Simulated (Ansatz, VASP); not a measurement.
**One calculation of GaN, two programs**

```xyz
6
Lattice="2.9938 0.0000 0.0000 0.0000 3.2085 0.0000 0.0000 0.0000 7.5886" Properties=species:S:1:pos:R:3 pbc="T T T"
Ga    1.4969    1.6042    1.3069
Ga    1.4969    1.6042    6.2816
Ga    0.0000    0.0000    3.7943
N     1.4969    0.0000    2.4427
N     0.0000    1.6042    0.0000
N     1.4969    0.0000    5.1459
```

Alike in both runs: functional PBE; k mesh 6 × 6 × 4; occupations gaussian, width 0.1 eV; no spin polarisation.

Ansatz relaxed the structure, and its values are those at the end. VASP's run is a single point on that final structure, the one shown.

|  | VASP | Ansatz |
| --- | --- | --- |
| version | VASP 6.6.1 | Ansatz 0.2.0 |
| potentials or method | VASP PAW PBE potentials, release 64 (Ga_d, N), cutoff 520 eV | scalar-relativistic, plane waves, PAW |
| valence electrons in the cell | 54 | 54 |

VASP gave:

* gap on the k mesh at the Fermi level (eV): none
* pressure (GPa): 0.4
* rms of the force components (eV/Å): 0.008

Question: Estimate Ansatz's values.

Answer: gap on the k mesh at the Fermi level (eV): none; pressure (GPa): 0.2; rms of the force components (eV/Å): 0.001.

A gap of «none» marks a metal or a gap that the smearing closes.
